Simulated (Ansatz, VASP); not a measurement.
# Two plane-wave programs on TiAl3

The input INCAR:

```
  PREC = Accurate
  ENCUT = 520
  EDIFF = 1E-6
  ISMEAR = 0
  SIGMA = 0.1
  LREAL = F
  LASPH = T
  NELM = 60
  ALGO = Normal
  ISIF = 2
  LWAVE = F
  LCHARG = F
  GGA = PE
  NBANDS = 18
```

Contents of KPOINTS:

```
regular mesh
0
Gamma
  10 10 10
```

File POSCAR:

```
TiAl3
1.0
    3.9395246979      0.0000000000      0.0000000000
    0.0000000000      3.9395246979      0.0000000000
    0.0000000000      0.0000000000      3.9395246979
Ti Al
1 3
Direct
    0.0000000000      0.0000000000      0.0000000000
    0.5000000000      0.5000000000      0.0000000000
    0.5000000000      0.0000000000      0.5000000000
    0.0000000000      0.5000000000      0.5000000000
```

Input for Ansatz:

```yaml
crystal:
  lattice:
    - [3.9395246979, 0.0, 0.0]
    - [0.0, 3.9395246979, 0.0]
    - [0.0, 0.0, 3.9395246979]
  atoms:
    - { symbol: Ti, position: [0.0, 0.0, 0.0] }
    - { symbol: Al, position: [0.5, 0.5, 0.0] }
    - { symbol: Al, position: [0.5, 0.0, 0.5] }
    - { symbol: Al, position: [0.0, 0.5, 0.5] }
basis:
  ecutwfc: 420
kpoints:
  mp_grid: { grid: [10, 10, 10] }
hamiltonian:
  xc: pbe
scf:
  occupations: { method: gaussian, width: 0.1 }
output:
  forces: true
  stress: true
  eigenvalues: true
```

Alike in both runs: task single point; functional PBE; k mesh 10 × 10 × 10; occupations gaussian, width 0.1 eV; no spin polarisation.

|  | VASP | Ansatz |
| --- | --- | --- |
| version | VASP 6.6.1 | Ansatz 0.2.0 |
| potentials or method | VASP PAW PBE potentials, release 64 (Ti_sv, Al), cutoff 520 eV | scalar-relativistic, plane waves, PAW |
| valence electrons in the cell | 21 | 21 |

|  | VASP | Ansatz | Ansatz less VASP |
| --- | --- | --- | --- |
| gap on the k mesh at the Fermi level (eV) | none | none | - |
| pressure (GPa) | 3.3 | 3.4 | +0.13 |

A gap of «none» marks a metal or a gap that the smearing closes. The functional is the same, so the differences come from potentials, cutoffs and numerics.
